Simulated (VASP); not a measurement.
# TiO2 (fluorite type) (Fm-3m) in VASP: notebook, part 2 of 2

VASP 6.6.1. Earlier steps stand in the parts before.

### Step 3. Single point, PBE (volume scaled by 0.62)

File INCAR:

```
SYSTEM = TiO2
ALGO = Normal ; EDIFF = 1E-7
ENCUT = 520 ; GGA = PE
ISIF = 2 ; ISMEAR = -1
LASPH = .True. ; LCHARG = .False.
LREAL = .False. ; LWAVE = .False.
NBANDS = 19 ; NELM = 80
PREC = Accurate ; SIGMA = 0.1
```

File KPOINTS:

```
k-points
0
Gamma
  12 12 12
  0 0 0
```

File POSCAR:

```
TiO2
1.0
    0.0000000000      2.0592701908      2.0592701908
    2.0592701908      0.0000000000      2.0592701908
    2.0592701908      2.0592701908      0.0000000000
Ti O
1 2
Direct
    0.0000000000      0.0000000000      0.0000000000
    0.2500000000      0.2500000000      0.2500000000
    0.7500000000      0.7500000000      0.7500000000
```

Potentials or basis: VASP PAW PBE potentials, release 64 (Ti_sv, O).

Command:

```sh
$ cat potpaw_PBE.64/Ti_sv/POTCAR potpaw_PBE.64/O/POTCAR > POTCAR
$ mpirun -np 1 vasp_std > vasp.out
```

OUTCAR:

```text
SYSTEM = TiO2
   EDIFF = 1E-7
   ENCUT = 520
   GGA = PE
   ISIF = 2
   ISMEAR = -1
   LASPH = .True.
   LREAL = .False.
   NELM = 80
   PREC = Accurate

 ion  position               nearest neighbor table
   1  0.000  0.000  0.000-   2 1.78   3 1.78   3 1.78   3 1.78   3 1.78   2 1.78   2 1.78   2 1.78

   2  0.250  0.250  0.250-   1 1.78   1 1.78   1 1.78   1 1.78
   3  0.750  0.750  0.750-   1 1.78   1 1.78   1 1.78   1 1.78

  LATTYP: Found a face centered cubic cell.
 ALAT       =     4.1185403816

  Lattice vectors:

 A1 = (   0.0000000000,   2.0592701908,   2.0592701908)
 A2 = (   2.0592701908,   0.0000000000,   2.0592701908)
 A3 = (   2.0592701908,   2.0592701908,   0.0000000000)

Analysis of symmetry for initial positions (statically):
=====================================================================
 Subroutine PRICEL returns:
 Original cell was already a primitive cell.

 Routine SETGRP: Setting up the symmetry group for a
 face centered cubic supercell.

 Subroutine GETGRP returns: Found 48 space group operations
 (whereof 48 operations were pure point group operations)
[... 160 lines left out ...]
  ext. energy  EPLUGINS =         0.00000000
  ---------------------------------------------------
  free energy    TOTEN  =       -18.77914179 eV

  energy without entropy =      -18.77910549  energy(sigma->0) =      -18.77912364

 E-fermi :  15.1135     XC(G=0): -14.9986

 val. band max:       14.4949365040   @ k =   0.5000   0.5000   0.0000
 cond. band min:      15.6644931195   @ k =   0.0000   0.0000   0.0000
 fundamental gap:      1.1695566156
 Fermi energy:        15.1134720656

 k-point     1 :       0.0000    0.0000    0.0000
  band No.  band energies     occupation
      1     -42.7238      2.00000
      2     -18.6464      2.00000
      3     -18.6464      2.00000
      4     -18.6464      2.00000
      5      -8.9404      2.00000
      6      -1.8677      2.00000
[... 505 lines left out ...]
      6      -3.9819      2.00000
[... 11 lines left out ...]
     18      26.9986      0.00000
     19      37.7104      0.00000

 [... further k-points ...]
[... 5 lines left out ...]
  --------------------------------------------------------------------------------------
  -------------------------------------------------------------------------------------
  Total       35.1646402     35.1646402     35.1646402     -0.0000000      0.0000000     -0.0000000
  in kB     3225.8692929   3225.8692929   3225.8692929     -0.0000000      0.0000000     -0.0000000
  external PRESSURE =    3225.8692929 kB  Pullay stress =       0.0000000 kB

 VOLUME and BASIS-vectors are now :
 -----------------------------------------------------------------------------
  energy-cutoff  :      520.00
  volume of cell :       17.47
      direct lattice vectors                 reciprocal lattice vectors
     0.000000000  2.059270191  2.059270191    -0.242804466  0.242804466  0.242804466
     2.059270191  0.000000000  2.059270191     0.242804466 -0.242804466  0.242804466
     2.059270191  2.059270191  0.000000000     0.242804466  0.242804466 -0.242804466

 POSITION                                       TOTAL-FORCE (eV/Angst)
 -----------------------------------------------------------------------------------
      0.00000      0.00000      0.00000        -0.000000     -0.000000      0.000000
      1.02964      1.02964      1.02964         0.000000      0.000000      0.000000
      3.08891      3.08891      3.08891        -0.000000     -0.000000     -0.000000
 -----------------------------------------------------------------------------------
    total drift:                               -0.000000      0.000000      0.000000

  FREE ENERGIE OF THE ION-ELECTRON SYSTEM (eV)
  ---------------------------------------------------
  free  energy   TOTEN  =       -18.7791417916 eV

  energy  without entropy=      -18.7791054937  energy(sigma->0) =      -18.77912364
```

OSZICAR:

```text
N       E                     dE             d eps       ncg     rms          rms(c)
DAV:   1     0.246090083322E+03    0.24609E+03   -0.13309E+04  2752   0.166E+03
DAV:   2    -0.107991720055E+02   -0.25689E+03   -0.24349E+03  2868   0.440E+02
DAV:   3    -0.267051294530E+02   -0.15906E+02   -0.15802E+02  2992   0.114E+02
DAV:   4    -0.271762384516E+02   -0.47111E+00   -0.47065E+00  3598   0.176E+01
[... 14 lines left out ...]
DAV:  19    -0.187791422394E+02    0.11135E-04   -0.10446E-04  3130   0.950E-02    0.727E-03
DAV:  20    -0.187791423859E+02   -0.14648E-06   -0.48814E-06  2999   0.231E-02    0.185E-02
DAV:  21    -0.187791420681E+02    0.31782E-06   -0.70461E-07  3119   0.736E-03    0.934E-03
DAV:  22    -0.187791418061E+02    0.26192E-06   -0.13185E-06  3297   0.123E-02    0.253E-03
DAV:  23    -0.187791417916E+02    0.14503E-07   -0.63421E-08  1872   0.242E-03
   1 F= -.18779142E+02 E0= -.18779124E+02  d E =-.362979E-04
```

stdout:

```text
POSCAR found type information on POSCAR TiO
 POSCAR found :  2 types and       3 ions
 scaLAPACK will be used
 LDA part: xc-table for (Slater+PW92), standard interpolation
 POSCAR, INCAR and KPOINTS ok, starting setup
 FFT: planning ... GRIDC
 FFT: planning ... GRID_SOFT
 FFT: planning ... GRID
 WAVECAR not read
 entering main loop
```

It took 47 s on 1 thread of AMD EPYC 7R43 (Zen 3), shared host; peak memory 0.12 GiB.

What came out:

- Free energy: -18.7791 eV
- Pressure: 322.6 GPa
- Band gap on the k mesh: 1.17 eV, indirect (least direct gap 2.52 eV)

### Step 4. Single point, PBE (volume scaled by 0.72)

File INCAR:

```
SYSTEM = TiO2
  PREC = Accurate
  ENCUT = 520
  EDIFF = 1E-6
  ISMEAR = -1
  SIGMA = 0.1
  LREAL = .FALSE.
  LASPH = .TRUE.
  NELM = 100
  ALGO = Normal
  ISIF = 2
  LWAVE = .FALSE.
  LCHARG = .TRUE.
  GGA = PE
  LELF = .TRUE.
  LVHAR = .TRUE.
  NBANDS = 19
```

File KPOINTS:

```
regular mesh
0
G
  12 12 12
  0 0 0
```

File POSCAR:

```
TiO2
1.0
    0.0000000000      2.1645133488      2.1645133488
    2.1645133488      0.0000000000      2.1645133488
    2.1645133488      2.1645133488      0.0000000000
Ti O
1 2
Direct
    0.0000000000      0.0000000000      0.0000000000
    0.2500000000      0.2500000000      0.2500000000
    0.7500000000      0.7500000000      0.7500000000
```

Command:

```sh
$ cat potpaw_PBE.64/Ti_sv/POTCAR potpaw_PBE.64/O/POTCAR > POTCAR
$ mpirun -np 1 vasp_std > vasp.out
```

Wall time 36 s (1 thread of AMD EPYC 7R43 (Zen 3), shared host); peak memory 0.12 GiB.

The run converged. Its results:

* Free energy: -22.9339 eV
* Pressure: 164.6 GPa
* Band gap on the k mesh: 1.25 eV, indirect (least direct gap 2.42 eV)

Levels at points of the mesh, in eV from the valence-band top:
| k point | band 8 | band 9 | band 10 | band 11 | band 12 | band 13 | band 14 | band 15 | band 16 | band 17 |
| --- | --- | --- | --- | --- | --- | --- | --- | --- | --- | --- |
| (0.00, 0.00, 0.00) | -8.55 | -8.55 | -1.17 | -1.17 | -1.17 | 1.25 | 1.25 | 8.01 | 8.01 | 8.01 |
| (0.50, 0.00, 0.00) | -7.12 | -4.42 | -3.91 | -3.26 | -3.26 | 1.90 | 1.90 | 4.78 | 7.35 | 7.35 |
| (0.50, 0.50, 0.00) | -5.92 | -5.92 | -2.94 | -2.94 | 0.00 | 2.53 | 2.55 | 5.00 | 6.03 | 6.03 |

 A k mesh can miss the band edges.
